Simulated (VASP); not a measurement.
# Ti (I4/mmm) in VASP: a series of runs, part 2 of 2

VASP 6.6.1. Earlier steps stand in the parts before.

## Step 4: Single point, r2SCAN (strain -0.0750 x Voigt [0, 1, 0, 0, 0, 0])

POSCAR

```
Ti
1.0
   -1.6410000000      1.5179250000      1.6410000000
    1.6410000000     -1.5179250000      1.6410000000
    1.6410000000      1.5179250000     -1.6410000000
Ti
1
Direct
    0.0000000000      0.0000000000      0.0000000000
```

INCAR.step1

```
ALGO     = Normal         # electronic algorithm
EDIFF    = 1E-4           # SCF threshold, eV
ENCUT    = 520            # plane-wave cutoff, eV
GGA      = PE             # functional
ISMEAR   = 0              # smearing method
LASPH    = True           # aspherical terms in the spheres
LCHARG   = False          # write CHGCAR
LREAL    = False          # projectors in reciprocal space
LWAVE    = True           # write WAVECAR
NBANDS   = 12             # bands
NELM     = 100            # most SCF steps
PREC     = Accurate       # precision mode
SIGMA    = 0.15           # smearing width, eV
```

INCAR.step2

```
ALGO     = Normal         # electronic algorithm
EDIFF    = 1E-6           # SCF threshold, eV
ENCUT    = 520            # plane-wave cutoff, eV
ISIF     = 2              # what is computed and relaxed
ISMEAR   = 0              # smearing method
ISTART   = 1            
LASPH    = True           # aspherical terms in the spheres
LCHARG   = False          # write CHGCAR
LMIXTAU  = True         
LREAL    = False          # projectors in reciprocal space
LWAVE    = False          # write WAVECAR
METAGGA  = R2SCAN         # meta-GGA
NBANDS   = 12             # bands
NELM     = 100            # most SCF steps
PREC     = Accurate       # precision mode
SIGMA    = 0.15           # smearing width, eV
```

KPOINTS

```
k-points
0
Gamma
  20 20 20
```

Potentials or basis: VASP PAW PBE potentials, release 64 (Ti_sv).

The run is started by

```console
> cat potpaw_PBE.64/Ti_sv/POTCAR > POTCAR
> cp INCAR.step1 INCAR
> mpirun -np 1 vasp_std > vasp.out
> cp INCAR.step2 INCAR
> mpirun -np 1 vasp_std > vasp.out
```

OUTCAR:

```text
EDIFF = 1E-6
   ENCUT = 520
   ISIF = 2
   ISMEAR = 0
   ISTART = 1
   LASPH = True
   LREAL = False
   METAGGA = R2SCAN
   NELM = 100
   PREC = Accurate

 ion  position               nearest neighbor table
   1  0.000  0.000  0.000-

  LATTYP: Found a body centered tetragonal cell.
 ALAT       =     3.2820000000
 C/A-ratio  =     0.9250000000

  Lattice vectors:

 A1 = (  -1.6410000000,  -1.5179250000,   1.6410000000)
 A2 = (   1.6410000000,  -1.5179250000,  -1.6410000000)
 A3 = (   1.6410000000,   1.5179250000,   1.6410000000)

Analysis of symmetry for initial positions (statically):
=====================================================================
 Subroutine PRICEL returns:
 Original cell was already a primitive cell.

 Routine SETGRP: Setting up the symmetry group for a
 body centered tetragonal supercell.

 Subroutine GETGRP returns: Found 16 space group operations
 (whereof 16 operations were pure point group operations)
 out of a pool of 16 trial point group operations.

The static configuration has the point symmetry D_4h.

Analysis of symmetry for dynamics (positions and initial velocities):
[... 170 lines left out ...]
      4     -24.7380      2.00000
      5       2.3143      2.00000
      6       9.5357      0.00000
      7      10.2366      0.00000
      8      10.2366      0.00000
      9      11.4294      0.00000
     10      12.2453      0.00000
     11      26.8006      0.00000
     12      26.8006      0.00000
[... 331 lines left out ...]
 k-point    24 :      -0.4000    0.0500   -0.0000
  band No.  band energies     occupation
      1     -49.8573      2.00000
      2     -25.4676      2.00000
      3     -24.9723      2.00000
      4     -24.7806      2.00000
      5       5.8452      2.00000
      6       8.3496      1.99997
      7       9.3394      0.00000
      8      11.8389      0.00000
      9      12.4773      0.00000
     10      12.9417      0.00000
     11      20.6176      0.00000
     12      23.6072      0.00000

 [... further k-points ...]

------------------------ aborting loop because EDIFF is reached ----------------------------------------

  FORCE on cell =-STRESS in cart. coord.  units (eV):
  Direction    XX          YY          ZZ          XY          YZ          ZX
  --------------------------------------------------------------------------------------
  -------------------------------------------------------------------------------------
  Total        0.7664087      0.5054092      0.7664087     -0.0000000      0.0000000      0.0000000
  in kB       75.1006212     49.5251995     75.1006212     -0.0000000      0.0000000      0.0000000
  external PRESSURE =      66.5754806 kB  Pullay stress =       0.0000000 kB

 VOLUME and BASIS-vectors are now :
 -----------------------------------------------------------------------------
  energy-cutoff  :      520.00
  volume of cell :       16.35
      direct lattice vectors                 reciprocal lattice vectors
    -1.641000000  1.517925000  1.641000000     0.000000000  0.329397039  0.304692261
     1.641000000 -1.517925000  1.641000000     0.304692261  0.000000000  0.304692261
     1.641000000  1.517925000 -1.641000000     0.304692261  0.329397039  0.000000000

 POSITION                                       TOTAL-FORCE (eV/Angst)
 -----------------------------------------------------------------------------------
      0.00000      0.00000      0.00000         0.000000      0.000000     -0.000000
 -----------------------------------------------------------------------------------
    total drift:                                0.000000      0.000000      0.000000

  FREE ENERGIE OF THE ION-ELECTRON SYSTEM (eV)
  ---------------------------------------------------
  free  energy   TOTEN  =       -12.8149271352 eV

  energy  without entropy=      -12.7929145691  energy(sigma->0) =      -12.80392085
```

OUTCAR.step1:

```text
EDIFF = 1E-4
   ENCUT = 520
   GGA = PE
   ISMEAR = 0
   LASPH = True
   LREAL = False
[... 576 lines left out ...]

 POSITION                                       TOTAL-FORCE (eV/Angst)
 -----------------------------------------------------------------------------------
      0.00000      0.00000      0.00000        -0.000000      0.000000      0.000000
 -----------------------------------------------------------------------------------
    total drift:                                0.000000      0.000000     -0.000000

  FREE ENERGIE OF THE ION-ELECTRON SYSTEM (eV)
  ---------------------------------------------------
  free  energy   TOTEN  =        -7.7275271478 eV

  energy  without entropy=       -7.7038653239  energy(sigma->0) =       -7.71569624
```

OSZICAR.step1:

```text
N       E                     dE             d eps       ncg     rms          rms(c)
DAV:   1     0.873293304619E+02    0.87329E+02   -0.65513E+03 15460   0.122E+03
DAV:   2    -0.432198632322E+01   -0.91651E+02   -0.89190E+02 15672   0.299E+02
DAV:   3    -0.855266333088E+01   -0.42307E+01   -0.41807E+01 21072   0.654E+01
DAV:   4    -0.864470223092E+01   -0.92039E-01   -0.91921E-01 17304   0.850E+00
DAV:   5    -0.864701120695E+01   -0.23090E-02   -0.23089E-02 18056   0.119E+00    0.877E+00
DAV:   6    -0.771984440465E+01    0.92717E+00   -0.20645E+00 16768   0.210E+01    0.235E+00
DAV:   7    -0.771494594309E+01    0.48985E-02   -0.83911E-02 18500   0.336E+00    0.132E+00
DAV:   8    -0.772701123862E+01   -0.12065E-01   -0.38715E-02 15984   0.229E+00    0.119E-01
DAV:   9    -0.772746547446E+01   -0.45424E-03   -0.37106E-03 18812   0.589E-01    0.933E-02
DAV:  10    -0.772752714779E+01   -0.61673E-04   -0.22701E-04 16000   0.173E-01
   1 F= -.77275271E+01 E0= -.77156962E+01  d E =-.236618E-01
```

Wall time 5 min (1 thread of Intel Xeon Platinum 8375C at 2.90GHz (Ice Lake), shared host); peak memory 0.24 GiB.

Results:

| Property | Result |
| --- | --- |
| Free energy | -12.8149 eV |
| Pressure | 6.7 GPa |
| Band gap on the k mesh | zero (bands 6 and 7 overlap by 1.78 eV) |

Stress tensor (GPa, compression positive):
```
7.51 0.00 0.00
0.00 4.95 0.00
0.00 0.00 7.51
```

Caveat: the cell differs from its parent crystal (strain -0.0750 x Voigt [0, 1, 0, 0, 0, 0]); the cell stands under pressure; the PAW data sets were made with another functional, which shifts forces and pressure a little.

## Step 5: Single point, r2SCAN (strain +0.0750 x Voigt [0, 1, 0, 0, 0, 0])

POSCAR

```
Ti
1.0
   -1.6410000000      1.7640750000      1.6410000000
    1.6410000000     -1.7640750000      1.6410000000
    1.6410000000      1.7640750000     -1.6410000000
Ti
1
Direct
    0.0000000000      0.0000000000      0.0000000000
```

INCAR.step1

```
PREC = Accurate
ENCUT = 520
ISMEAR = 0
SIGMA = 0.15
LREAL = False
LASPH = True
NELM = 100
NBANDS = 12
GGA = PE
ALGO = Normal
EDIFF = 1E-4
LWAVE = True
LCHARG = False
```

INCAR.step2

```
PREC = Accurate
ENCUT = 520
EDIFF = 1E-6
ISMEAR = 0
SIGMA = 0.15
LREAL = False
LASPH = True
NELM = 100
ALGO = Normal
ISIF = 2
LWAVE = False
LCHARG = True
METAGGA = R2SCAN
LMIXTAU = True
LELF = True
LVHAR = True
NBANDS = 12
ISTART = 1
```

KPOINTS

```
Automatic mesh
0
Gamma
  20 20 20
```

Potentials or basis: VASP PAW PBE potentials, release 64 (Ti_sv).

The run is started by

```console
> cat potpaw_PBE.64/Ti_sv/POTCAR > POTCAR
> cp INCAR.step1 INCAR
> mpirun -np 1 vasp_std > vasp.out
> cp INCAR.step2 INCAR
> mpirun -np 1 vasp_std > vasp.out
```

OUTCAR:

```text
PREC = Accurate
   ENCUT = 520
   EDIFF = 1E-6
   ISMEAR = 0
   LREAL = False
   LASPH = True
   NELM = 100
   ISIF = 2
   METAGGA = R2SCAN
   ISTART = 1

 ion  position               nearest neighbor table
   1  0.000  0.000  0.000-

  LATTYP: Found a body centered tetragonal cell.
 ALAT       =     3.2820000000
 C/A-ratio  =     1.0750000000

  Lattice vectors:

 A1 = (  -1.6410000000,  -1.7640750000,   1.6410000000)
 A2 = (   1.6410000000,  -1.7640750000,  -1.6410000000)
 A3 = (   1.6410000000,   1.7640750000,   1.6410000000)

Analysis of symmetry for initial positions (statically):
=====================================================================
 Subroutine PRICEL returns:
 Original cell was already a primitive cell.

 Routine SETGRP: Setting up the symmetry group for a
 body centered tetragonal supercell.

 Subroutine GETGRP returns: Found 16 space group operations
 (whereof 16 operations were pure point group operations)
 out of a pool of 16 trial point group operations.

The static configuration has the point symmetry D_4h.

Analysis of symmetry for dynamics (positions and initial velocities):
=====================================================================
 Subroutine PRICEL returns:
 Original cell was already a primitive cell.

 Routine SETGRP: Setting up the symmetry group for a
 body centered tetragonal supercell.

 Subroutine GETGRP returns: Found 16 space group operations
 (whereof 16 operations were pure point group operations)
 out of a pool of 16 trial point group operations.

The dynamic configuration has the point symmetry D_4h.

 Subroutine INISYM returns: Found 16 space group operations
 (whereof 16 operations are pure point group operations),
 and found     1 'primitive' translations

----------------------------------------------------------------------------------------

                                     Primitive cell

  volume of cell :      19.0018

  direct lattice vectors                    reciprocal lattice vectors
    -1.641000000  1.764075000  1.641000000     0.000000000  0.283434661  0.304692261
     1.641000000 -1.764075000  1.641000000     0.304692261  0.000000000  0.304692261
     1.641000000  1.764075000 -1.641000000     0.304692261  0.283434661  0.000000000

  length of vectors
     2.915085351  2.915085351  2.915085351     0.416140098  0.430899928  0.416140098

  position of ions in fractional coordinates (direct lattice)
     0.000000000  0.000000000  0.000000000

  ion indices of the primitive-cell ions
   primitive index   ion index
                 1           1

----------------------------------------------------------------------------------------

 KPOINTS: Automatic mesh

Automatic generation of k-mesh.
 Grid dimensions read from file:
 generate k-points for:   20   20   20

 Generating k-lattice:

  Cartesian coordinates                     Fractional coordinates (reciprocal lattice)
     0.000000000  0.014171733  0.015234613     0.050000000  0.000000000  0.000000000
     0.015234613  0.000000000  0.015234613     0.000000000  0.050000000  0.000000000
     0.015234613  0.014171733  0.000000000     0.000000000  0.000000000  0.050000000

  Length of vectors
     0.020807005  0.021544996  0.020807005

  Shift w.r.t. Gamma in fractional coordinates (k-lattice)
     0.000000000  0.000000000  0.000000000

 Subroutine IBZKPT returns following result:
 ===========================================

 Found    641 irreducible k-points:

 Following reciprocal coordinates:
            Coordinates               Weight
  0.000000  0.000000  0.000000      1.000000
  0.050000  0.000000  0.000000      8.000000
  0.100000  0.000000 -0.000000      8.000000
  0.150000 -0.000000  0.000000      8.000000
  0.200000  0.000000 -0.000000      8.000000
  0.250000  0.000000  0.000000      8.000000
[... 16 lines left out ...]
 -0.450000  0.050000  0.000000     16.000000
 -0.400000  0.050000  0.000000     16.000000
 [... further k-points ...]
   k-points           NKPTS =    641   k-points in BZ     NKDIM =    641   number of bands    NBANDS=     12
   number of dos      NEDOS =    301   number of ions     NIONS =      1
   total plane-waves  NPLWV =  13824
   dimension x,y,z NGX =    24 NGY =   24 NGZ =   24
   dimension x,y,z NGXF=    48 NGYF=   48 NGZF=   48
   ions per type =               1
   NGX,Y,Z   is equivalent  to a cutoff of  13.69, 13.69, 13.69 a.u.
   NGXF,Y,Z  is equivalent  to a cutoff of  27.37, 27.37, 27.37 a.u.
 SYSTEM =  unknown system
   PREC   = accura    normal or accurate (medium, high low for compatibility)
   ISTART =      1    job   : 0-new  1-cont  2-samecut
   ICHARG =      0    charge: 1-file 2-atom 10-const
   ISPIN  =      1    spin polarized calculation?
   LNONCOLLINEAR =      F non collinear calculations
   LSORBIT =      F    spin-orbit coupling
   LASPH  =      T    aspherical Exc in radial PAW
   ENCUT  =  520.0 eV  38.22 Ry    6.18 a.u.   5.42  5.42  5.42*2*pi/ulx,y,z
   NELM   =    100;   NELMIN=  2; NELMDL=  0     # of ELM steps
   EDIFF  = 0.1E-05   stopping-criterion for ELM
   LREAL  =      F    real-space projection
   EDIFFG = 0.1E-04   stopping-criterion for IOM
   NSW    =      0    number of steps for IOM
   IBRION =     -1    ionic relax: 0-MD 1-quasi-New 2-CG
   NFREE  =      0    steps in history (QN), initial steepest desc. (CG)
   ISIF   =      2    stress and relaxation
   ISYM   =      2    0-nonsym 1-usesym 2-fastsym
   POTIM  = 0.5000    time-step for ionic-motion
   TEBEG  =    0.0;   TEEND  =   0.0 temperature during run
   PSTRESS=    0.0 pullay stress
   NELECT =      12.0000    total number of electrons
   NUPDOWN=      -1.0000    fix difference up-down
   EMIN   =  10.00;   EMAX   =-10.00  energy-range for DOS
   EFERMI =   0.00;   METHOD = LEGACY
   ISMEAR =     0;   SIGMA  =   0.15  broadening in eV -4-tet -1-fermi 0-gaus
   EFERMI_NEDOS =   21; number of points for ismear=-14 and -15
   IALGO  =     38    algorithm
   IMIX   =      4    mixing-type and parameters
     AMIX     =   0.40;   BMIX     =  1.00
     AMIX_MAG =   1.60;   BMIX_MAG =  1.00
  volume/ion in A,a.u.               =      19.00       128.23
  Fermi-wavevector in a.u.,A,eV,Ry     =   1.404550  2.654214 26.841036  1.972760
  Thomas-Fermi vector in A             =   2.527100
   LORBIT       =      0    0 simple, 1 ext, 2 COOP (PROOUT), +10 PAW based schemes
   METAGGA = R2SCAN    functional components
   LHFCALC =     F    Hartree Fock is set to
   AEXX    =    0.0000 exact exchange contribution
   IVDW    =     0    specifies the selected vdW correction
   LEPSILON=     F    determine dielectric tensor
   LRPA    =     F    only Hartree local field effects (RPA)
 non-spin polarized calculation
 Gauss-broadening in eV      SIGMA  =   0.15
  energy-cutoff  :      520.00
  volume of cell :       19.00
 maximum number of plane-waves:       526
 NGX is ok and might be reduce to    24
   NGX = 11   NGY = 11   NGZ = 11

 number of electron      11.9999997 magnetization

 Free energy of the ion-electron system (eV)
  ---------------------------------------------------
  ext. energy  EPLUGINS =         0.00000000
  ---------------------------------------------------
  free energy    TOTEN  =       -12.78354505 eV

  energy without entropy =      -12.75491366  energy(sigma->0) =      -12.76922936

 E-fermi :   7.2223     XC(G=0): -11.9492

 val. band max:        7.2221448695   @ k =  -0.4500   0.0500   0.0000
 cond. band min:       7.2232984069   @ k =   0.5000   0.2500  -0.0000
 fundamental gap:      0.0011535374
 Fermi energy:         7.2223250428

 k-point     1 :       0.0000    0.0000    0.0000
  band No.  band energies     occupation
      1     -51.9222      2.00000
      2     -26.8148      2.00000
      3     -26.8148      2.00000
      4     -26.8070      2.00000
      5       1.0684      2.00000
      6       8.1083      0.00000
      7       8.1083      0.00000
      8       8.5989      0.00000
      9       9.5232      0.00000
     10      10.0771      0.00000
     11      23.8767      0.00000
     12      25.1108      0.00000
[... 331 lines left out ...]
 k-point    24 :      -0.4000    0.0500    0.0000
  band No.  band energies     occupation
      1     -51.8427      2.00000
      2     -27.2531      2.00000
      3     -26.9467      2.00000
      4     -26.8140      2.00000
      5       4.3692      2.00000
      6       7.3038      0.44254
      7       7.3496      0.23029
      8       9.5310      0.00000
      9      10.0621      0.00000
     10      10.7168      0.00000
     11      16.9116      0.00000
     12      21.3209      0.00000

 [... further k-points ...]

------------------------ aborting loop because EDIFF is reached ----------------------------------------

  FORCE on cell =-STRESS in cart. coord.  units (eV):
  Direction    XX          YY          ZZ          XY          YZ          ZX
  --------------------------------------------------------------------------------------
  -------------------------------------------------------------------------------------
  Total       -1.1566111     -0.8368891     -1.1566111      0.0000000      0.0000000      0.0000000
  in kB      -97.5222593    -70.5641781    -97.5222593      0.0000000      0.0000000      0.0000000
  external PRESSURE =     -88.5362322 kB  Pullay stress =       0.0000000 kB

 VOLUME and BASIS-vectors are now :
 -----------------------------------------------------------------------------
  energy-cutoff  :      520.00
  volume of cell :       19.00
      direct lattice vectors                 reciprocal lattice vectors
    -1.641000000  1.764075000  1.641000000     0.000000000  0.283434661  0.304692261
     1.641000000 -1.764075000  1.641000000     0.304692261  0.000000000  0.304692261
     1.641000000  1.764075000 -1.641000000     0.304692261  0.283434661  0.000000000

 POSITION                                       TOTAL-FORCE (eV/Angst)
 -----------------------------------------------------------------------------------
      0.00000      0.00000      0.00000         0.000000      0.000000      0.000000
 -----------------------------------------------------------------------------------
    total drift:                               -0.000000      0.000000      0.000000

  FREE ENERGIE OF THE ION-ELECTRON SYSTEM (eV)
  ---------------------------------------------------
  free  energy   TOTEN  =       -12.7835450494 eV

  energy  without entropy=      -12.7549136648  energy(sigma->0) =      -12.76922936
```

Run time: 6.6 min. Hardware: 1 thread of Intel Xeon Platinum 8375C at 2.90GHz (Ice Lake), shared host; peak memory 0.26 GiB.

What came out:

| Property | Result |
| --- | --- |
| Free energy | -12.7835 eV |
| Pressure | -8.9 GPa |
| Band gap on the k mesh | zero (bands 6 and 7 overlap by 1.60 eV) |

Levels at points of the mesh, in eV from the Fermi level:
```tsv
k point	band 4	band 5	band 6	band 7	band 8	band 9
(0.00, 0.00, 0.00)	-34.03	-6.15	0.89	0.89	1.38	2.30
(0.50, 0.00, 0.00)	-34.03	-2.39	-0.06	0.56	2.29	2.97
(0.00, 0.50, 0.00)	-34.06	-2.35	-0.66	1.03	2.96	3.05
(0.50, 0.50, 0.50)	-34.36	-2.05	-1.90	3.62	3.68	3.68
```

Caveat: the cell differs from its parent crystal (strain +0.0750 x Voigt [0, 1, 0, 0, 0, 0]); the cell stands under tension; the PAW data sets were made with another functional, which shifts forces and pressure a little.

## Step 6: The runs side by side

```csv
cell,gap on the mesh (eV),pressure (GPa)
"a = 2.708 Å, angles 105.4, 118.0, 105.4°, 1 atom",none,18.9
"a = 2.740 Å, angles 106.4, 115.8, 106.4°, 1 atom",none,12.4
"a = 2.773 Å, angles 107.4, 113.6, 107.4°, 1 atom",none,6.7
"a = 2.915 Å, angles 111.5, 105.5, 111.5°, 1 atom",none,-8.9
```

Alike in all rows: task single point; level r2SCAN; potentials or basis VASP PAW PBE potentials, release 64 (Ti_sv); no spin polarisation; k mesh 20 × 20 × 20; cutoff (eV) 520; smearing gaussian 0.15 eV.

Caveats: the PAW data sets were made with another functional, which shifts forces and pressure a little; the cell stands under pressure (at least some runs); the cell stands under tension (at least some runs).

Total energies depend on the potentials used, so only differences within one code and one set of settings carry meaning.
